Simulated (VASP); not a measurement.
# Ca (Fd-3m) in VASP: notebook

Ca is run at these levels: PBE; tasks: relaxation of cell and atoms.

Everything below comes from runs of VASP 6.6.1. Logs are shortened: lines on timing, memory, paths and dates and some standing lists are left out, and cuts for length are marked.

**1. The cell of the first run**

The structure is cubic, space group Fd-3m (No. 227). Conventional cell: a = 7.139 Å, b = 7.139 Å, c = 7.139 Å, α = 90.00°, β = 90.00°, γ = 90.00°. Ca (site symmetry -43m) has 4 Ca at 3.09 Å within 4.1 Å.

This isn't the form of Ca at room conditions, which is fcc.

**2. Relaxation of cell and atoms, PBE, target pressure 2.2 GPa, at which the enthalpy is minimised**

INCAR

```
PREC = Accurate
ENCUT = 600
EDIFF = 1E-6
ISMEAR = -1
SIGMA = 0.08
LREAL = F
LASPH = T
NELM = 60
ALGO = Normal
ISIF = 3
LWAVE = F
LCHARG = F
GGA = PE
IBRION = 2
NSW = 60
EDIFFG = -0.005
PSTRESS = 22.0
```

KPOINTS

```
Automatic mesh
0
Gamma
  9 9 9
```

POSCAR

```
Ca
1.0
    0.0000000000      3.5693683389      3.5693683389
    3.5693683389      0.0000000000      3.5693683389
    3.5693683389      3.5693683389      0.0000000000
Ca
2
Direct
   -0.1250000000     -0.1250000000     -0.1250000000
    0.1250000000      0.1250000000      0.1250000000
```

Potentials or basis: VASP PAW PBE potentials, release 64 (Ca_sv).

Started as:

```console
$ cat potpaw_PBE.64/Ca_sv/POTCAR > POTCAR
$ mpirun -np 1 vasp_std > vasp.out
```

OUTCAR:

```text
PREC = Accurate
   ENCUT = 600
   EDIFF = 1E-6
   ISMEAR = -1
   LREAL = F
   LASPH = T
   NELM = 60
   ISIF = 3
   GGA = PE
   IBRION = 2
   NSW = 60
   EDIFFG = -0.005
   PSTRESS = 22.0

 ion  position               nearest neighbor table
   1  0.875  0.875  0.875-   2 3.09   2 3.09   2 3.09   2 3.09
   2  0.125  0.125  0.125-   1 3.09   1 3.09   1 3.09   1 3.09

  LATTYP: Found a face centered cubic cell.
 ALAT       =     7.1387366778

  Lattice vectors:

 A1 = (   0.0000000000,   3.5693683389,   3.5693683389)
 A2 = (   3.5693683389,   0.0000000000,   3.5693683389)
 A3 = (   3.5693683389,   3.5693683389,   0.0000000000)

Analysis of symmetry for initial positions (statically):
=====================================================================
 Subroutine PRICEL returns:
 Original cell was already a primitive cell.

 Routine SETGRP: Setting up the symmetry group for a
 face centered cubic supercell.

 Subroutine GETGRP returns: Found 48 space group operations
 (whereof 12 operations were pure point group operations)
 out of a pool of 48 trial point group operations.

The static configuration has the point symmetry D_3d.
 The point group associated with its full space group is O_h .

Analysis of symmetry for dynamics (positions and initial velocities):
=====================================================================
 Subroutine PRICEL returns:
 Original cell was already a primitive cell.

 Routine SETGRP: Setting up the symmetry group for a
 face centered cubic supercell.

 Subroutine GETGRP returns: Found 48 space group operations
 (whereof 12 operations were pure point group operations)
 out of a pool of 48 trial point group operations.

The dynamic configuration has the point symmetry D_3d.
 The point group associated with its full space group is O_h .

 Subroutine INISYM returns: Found 48 space group operations
 (whereof 12 operations are pure point group operations),
 and found     1 'primitive' translations

----------------------------------------------------------------------------------------

                                     Primitive cell

  volume of cell :      90.9503

  direct lattice vectors                    reciprocal lattice vectors
     0.000000000  3.569368339  3.569368339    -0.140080808  0.140080808  0.140080808
     3.569368339  0.000000000  3.569368339     0.140080808 -0.140080808  0.140080808
     3.569368339  3.569368339  0.000000000     0.140080808  0.140080808 -0.140080808

  length of vectors
     5.047849114  5.047849114  5.047849114     0.242627076  0.242627076  0.242627076

  position of ions in fractional coordinates (direct lattice)
     0.875000000  0.875000000  0.875000000
     0.125000000  0.125000000  0.125000000

  ion indices of the primitive-cell ions
   primitive index   ion index
                 1           1
                 2           2

----------------------------------------------------------------------------------------

 KPOINTS: Automatic mesh

Automatic generation of k-mesh.
 Grid dimensions read from file:
 generate k-points for:    9    9    9

 Generating k-lattice:

  Cartesian coordinates                     Fractional coordinates (reciprocal lattice)
    -0.015564534  0.015564534  0.015564534     0.111111111  0.000000000  0.000000000
     0.015564534 -0.015564534  0.015564534     0.000000000  0.111111111  0.000000000
     0.015564534  0.015564534 -0.015564534     0.000000000  0.000000000  0.111111111

  Length of vectors
     0.026958564  0.026958564  0.026958564

  Shift w.r.t. Gamma in fractional coordinates (k-lattice)
     0.000000000  0.000000000  0.000000000

 Subroutine IBZKPT returns following result:
 ===========================================

 Found     35 irreducible k-points:

 Following reciprocal coordinates:
            Coordinates               Weight
  0.000000  0.000000  0.000000      1.000000
  0.111111  0.000000  0.000000      8.000000
  0.222222  0.000000  0.000000      8.000000
  0.333333  0.000000  0.000000      8.000000
  0.444444  0.000000  0.000000      8.000000
  0.111111  0.111111  0.000000      6.000000
[... 16 lines left out ...]
 -0.333333  0.333333  0.000000     12.000000
  0.444444  0.444444  0.000000      6.000000
 [... further k-points ...]
   k-points           NKPTS =     35   k-points in BZ     NKDIM =     35   number of bands    NBANDS=     14
   number of dos      NEDOS =    301   number of ions     NIONS =      2
   total plane-waves  NPLWV =  64000
   dimension x,y,z NGX =    40 NGY =   40 NGZ =   40
   dimension x,y,z NGXF=    80 NGYF=   80 NGZF=   80
   ions per type =               2
   NGX,Y,Z   is equivalent  to a cutoff of  13.17, 13.17, 13.17 a.u.
   NGXF,Y,Z  is equivalent  to a cutoff of  26.35, 26.35, 26.35 a.u.
 SYSTEM =  unknown system
   PREC   = accura    normal or accurate (medium, high low for compatibility)
   ISTART =      0    job   : 0-new  1-cont  2-samecut
   ICHARG =      2    charge: 1-file 2-atom 10-const
   ISPIN  =      1    spin polarized calculation?
   LNONCOLLINEAR =      F non collinear calculations
   LSORBIT =      F    spin-orbit coupling
   LASPH  =      T    aspherical Exc in radial PAW
   ENCUT  =  600.0 eV  44.10 Ry    6.64 a.u.  10.08 10.08 10.08*2*pi/ulx,y,z
   NELM   =     60;   NELMIN=  2; NELMDL= -5     # of ELM steps
   EDIFF  = 0.1E-05   stopping-criterion for ELM
   LREAL  =      F    real-space projection
   EDIFFG = -.5E-02   stopping-criterion for IOM
   NSW    =     60    number of steps for IOM
   IBRION =      2    ionic relax: 0-MD 1-quasi-New 2-CG
   NFREE  =      1    steps in history (QN), initial steepest desc. (CG)
   ISIF   =      3    stress and relaxation
   ISYM   =      2    0-nonsym 1-usesym 2-fastsym
   POTIM  = 0.5000    time-step for ionic-motion
   TEBEG  =    0.0;   TEEND  =   0.0 temperature during run
   PSTRESS=   22.0 pullay stress
   NELECT =      20.0000    total number of electrons
   NUPDOWN=      -1.0000    fix difference up-down
   EMIN   =  10.00;   EMAX   =-10.00  energy-range for DOS
   EFERMI =   0.00;   METHOD = LEGACY
   ISMEAR =    -1;   SIGMA  =   0.08  broadening in eV -4-tet -1-fermi 0-gaus
   EFERMI_NEDOS =   21; number of points for ismear=-14 and -15
   IALGO  =     38    algorithm
   IMIX   =      4    mixing-type and parameters
     AMIX     =   0.40;   BMIX     =  1.00
     AMIX_MAG =   1.60;   BMIX_MAG =  1.00
  volume/ion in A,a.u.               =      45.48       306.88
  Fermi-wavevector in a.u.,A,eV,Ry     =   0.988136  1.867307 13.284907  0.976413
  Thomas-Fermi vector in A             =   2.119641
   LORBIT       =      0    0 simple, 1 ext, 2 COOP (PROOUT), +10 PAW based schemes
   GGA     = PE    functional components
   LHFCALC =     F    Hartree Fock is set to
   AEXX    =    0.0000 exact exchange contribution
   IVDW    =     0    specifies the selected vdW correction
   LEPSILON=     F    determine dielectric tensor
   LRPA    =     F    only Hartree local field effects (RPA)
 conjugate gradient relaxation of ions
 non-spin polarized calculation
  energy-cutoff  :      600.00
  volume of cell :       90.95
 maximum number of plane-waves:      3071
   NGX = 21   NGY = 21   NGZ = 21

--------------------------------------- Ionic step        1  -------------------------------------------

 number of electron      19.9999998 magnetization

 Free energy of the ion-electron system (eV)
  ---------------------------------------------------
  ext. energy  EPLUGINS =         0.00000000
  ---------------------------------------------------
  free energy    TOTEN  =        -1.18673321 eV

  energy without entropy =       -1.11789698  energy(sigma->0) =       -1.15231509

------------------------ aborting loop because EDIFF is reached ----------------------------------------

  FORCE on cell =-STRESS in cart. coord.  units (eV):
  Direction    XX          YY          ZZ          XY          YZ          ZX
  --------------------------------------------------------------------------------------
  -------------------------------------------------------------------------------------
  Total        1.9403176      1.9403176      1.9403176      0.0000000      0.0000000     -0.0000000
  in kB       34.1805707     34.1805707     34.1805707      0.0000000      0.0000000     -0.0000000
  external PRESSURE =      12.1805707 kB  Pullay stress =      22.0000000 kB
[... 99 lines left out ...]
  enthalpy is  TOTEN    =        -0.0031655501 eV   P V=        1.5114544579

--------------------------------------- Ionic step        4  -------------------------------------------

 number of electron      20.0000004 magnetization

 Free energy of the ion-electron system (eV)
  ---------------------------------------------------
  ext. energy  EPLUGINS =         0.00000000
  ---------------------------------------------------
  free energy    TOTEN  =        -1.49615108 eV

  energy without entropy =       -1.41814942  energy(sigma->0) =       -1.45715025

 E-fermi :   0.8940     XC(G=0):  -6.8725

 val. band max:        0.8798213759   @ k =  -0.2222   0.3333   0.1111
 cond. band min:       0.9030021937   @ k =   0.4444   0.3333   0.1111
 fundamental gap:      0.0231808178
 Fermi energy:         0.8940317307

 k-point     1 :       0.0000    0.0000    0.0000
  band No.  band energies     occupation
      1     -41.8272      2.00000
      2     -41.7474      2.00000
      3     -22.8868      2.00000
      4     -22.8868      2.00000
      5     -22.8868      2.00000
      6     -22.6914      2.00000
      7     -22.6914      2.00000
      8     -22.6914      2.00000
      9      -2.5417      2.00000
     10       1.7001      0.00008
     11       1.7001      0.00008
     12       1.7001      0.00008
     13       1.7173      0.00007
     14       1.7173      0.00007
[... 375 lines left out ...]
 k-point    24 :       0.4444    0.4444    0.0000
  band No.  band energies     occupation
      1     -41.7943      2.00000
      2     -41.7804      2.00000
      3     -22.9275      2.00000
      4     -22.9275      2.00000
      5     -22.8086      2.00000
      6     -22.7748      2.00000
      7     -22.6512      2.00000
      8     -22.6512      2.00000
      9      -0.4231      2.00000
     10       0.5140      1.98285
     11       0.9337      0.75681
     12       1.0306      0.30723
     13       2.0397      0.00000
     14       2.0397      0.00000

 [... further k-points ...]

------------------------ aborting loop because EDIFF is reached ----------------------------------------

  FORCE on cell =-STRESS in cart. coord.  units (eV):
  Direction    XX          YY          ZZ          XY          YZ          ZX
  --------------------------------------------------------------------------------------
  -------------------------------------------------------------------------------------
  Total        1.4975959      1.4975959      1.4975959      0.0000000      0.0000000      0.0000000
  in kB       22.0720859     22.0720859     22.0720859      0.0000000      0.0000000      0.0000000
  external PRESSURE =       0.0720859 kB  Pullay stress =      22.0000000 kB
[... 17 lines left out ...]
  FREE ENERGIE OF THE ION-ELECTRON SYSTEM (eV)
  ---------------------------------------------------
  free  energy   TOTEN  =        -1.4961510781 eV

  energy  without entropy=       -1.4181494189  energy(sigma->0) =       -1.45715025

  enthalpy is  TOTEN    =        -0.0034462459 eV   P V=        1.4927048322

 reached required accuracy - stopping structural energy minimisation
```

Wall time 2 min (1 thread of Intel Xeon Platinum 8488C (Sapphire Rapids), shared host); peak memory 0.27 GiB.

Results:

- Free energy: -1.4962 eV
- Relaxed volume: 54.35 Å³/atom
- Relaxed cell: a = 5.357 Å, b = 5.357 Å, c = 5.357 Å, α = 60.00°, β = 60.00°, γ = 60.00°
- Space group after relaxing (to 0.1 Å): Fd-3m (No. 227)
- Energy change on relaxing (the run minimises the enthalpy): -154.7 meV/atom
- Ionic steps: 4
- Pressure after relaxing: 2.2 GPa
- Band gap on the k mesh: zero (bands 10 and 11 overlap by 1.16 eV)

The path:
| step | energy change (eV) | largest force (eV/Å) | pressure (GPa) | volume (Å³) |
| --- | --- | --- | --- | --- |
| 1 | 0.0000 | 0.0000 | 3.42 | 90.95 |
| 2 | -0.0934 | 0.0000 | 3.06 | 95.58 |
| 3 | -0.3279 | 0.0000 | 2.13 | 110.07 |
| 4 | -0.3094 | 0.0000 | 2.21 | 108.71 |

Final structure:
```
CELL_PARAMETERS angstrom
0.00000 3.78801 3.78801
3.78801 0.00000 3.78801
3.78801 3.78801 0.00000
ATOMIC_POSITIONS crystal
Ca 0.87500 0.87500 0.87500
Ca 0.12500 0.12500 0.12500
```

Levels at points of the mesh, in eV from the Fermi level:
| k point | band 6 | band 7 | band 8 | band 9 | band 10 | band 11 | band 12 | band 13 | band 14 |
| --- | --- | --- | --- | --- | --- | --- | --- | --- | --- |
| (0.00, 0.00, 0.00) | -23.59 | -23.59 | -23.59 | -3.44 | 0.81 | 0.81 | 0.81 | 0.82 | 0.82 |

Caveat: the cell is relaxed towards a set pressure, so the run minimises the enthalpy, not the energy; the volume moved by over 15 % at a fixed basis, so the end points are rough.

**3. Relaxation of cell and atoms, PBE, target pressure 2.2 GPa, at which the enthalpy is minimised**

This run uses another cell than the first one, of 54.52 Å³/atom.

INCAR

```
SYSTEM = Ca
PREC = Accurate
ENCUT = 600
EDIFF = 1E-6
ISMEAR = -1
SIGMA = 0.08
LREAL = .FALSE.
LASPH = .TRUE.
NELM = 60
ALGO = Normal
ISIF = 3
LWAVE = .FALSE.
LCHARG = .FALSE.
GGA = PE
IBRION = 2
NSW = 32
EDIFFG = -0.005
PSTRESS = 22.0
```

KPOINTS

```
Automatic mesh
0
G
  9 9 9
  0 0 0
```

POSCAR

```
Ca
1.0
    0.0000000000      3.7917683666      3.7917683666
    3.7917683666      0.0000000000      3.7917683666
    3.7917683666      3.7917683666      0.0000000000
Ca
2
Direct
   -0.1250000000     -0.1250000000     -0.1250000000
    0.1250000000      0.1250000000      0.1250000000
```

Potentials or basis: VASP PAW PBE potentials, release 64 (Ca_sv).

Started as:

```console
$ cat potpaw_PBE.64/Ca_sv/POTCAR > POTCAR
$ mpirun -np 1 vasp_std > vasp.out
```

Run time: 57 s. Hardware: 1 thread of Intel Xeon Platinum 8488C (Sapphire Rapids), shared host; peak memory 0.32 GiB.

Results (log left out):

| Quantity | Value |
| --- | --- |
| Free energy | -1.5023 eV |
| Pressure after relaxing | 2.2 GPa |
| Band gap on the k mesh | zero (bands 10 and 11 overlap by 1.16 eV) |

Final structure:
```
Ca
1.0
     0.00000    3.79177    3.79177
     3.79177    0.00000    3.79177
     3.79177    3.79177    0.00000
Ca
2
Direct
  0.87500 0.87500 0.87500
  0.12500 0.12500 0.12500
```

Levels at points of the mesh, in eV from the Fermi level:
| k point | band 7 | band 8 | band 9 | band 10 | band 11 | band 12 | band 13 | band 14 |
| --- | --- | --- | --- | --- | --- | --- | --- | --- |
| (0.00, 0.00, 0.00) | -23.59 | -23.59 | -3.43 | 0.80 | 0.80 | 0.80 | 0.82 | 0.82 |

Caveat: the relaxation stopped at its first step, so nothing moved; the cell is relaxed towards a set pressure, so the run minimises the enthalpy, not the energy.

The gap in the log of VASP goes by the Fermi energy; the results here count the filled bands.